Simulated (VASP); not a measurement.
## Ge: single point with PBEsol

Crystal: Ge.

```
Ge
1.0
     0.00000    2.32519    2.32519
     2.32519    0.00000    2.32519
     2.32519    2.32519    0.00000
Ge
2
Direct
  0.87500 0.87500 0.87500
  0.12500 0.12500 0.12500
```

This cell differs from its parent crystal: volume scaled by 0.55.

```yaml
Program: VASP 6.6.1
Task: single point
Functional: PBEsol
Potentials_or_basis: VASP PAW PBE potentials, release 64 (Ge_d)
Cutoff: 520 eV
k_mesh: 13 × 13 × 13
Occupations: fermi-dirac, width 0.05 eV
Spin: no spin polarisation
```

| Quantity | Value |
| --- | --- |
| Pressure | 157.1 GPa |
| Band gap on the k mesh | zero (band 14 reaches 12.90 eV, above the bottom of band 15 at 11.98 eV) |

Levels at points of the mesh, in eV from the Fermi level:
```tsv
k point	band 11	band 12	band 13	band 14	band 15	band 16	band 17	band 18
(0.00, 0.00, 0.00)	-18.47	0.67	0.67	0.67	3.01	3.01	3.01	6.66
```

Run time: 35 s on 1 thread of AMD EPYC 7R43 64-Core Processor (Zen 3), with other jobs on the host, peak memory 0.12 GiB.

Caveat: the PAW data sets were made with another functional, which shifts forces and pressure a little.
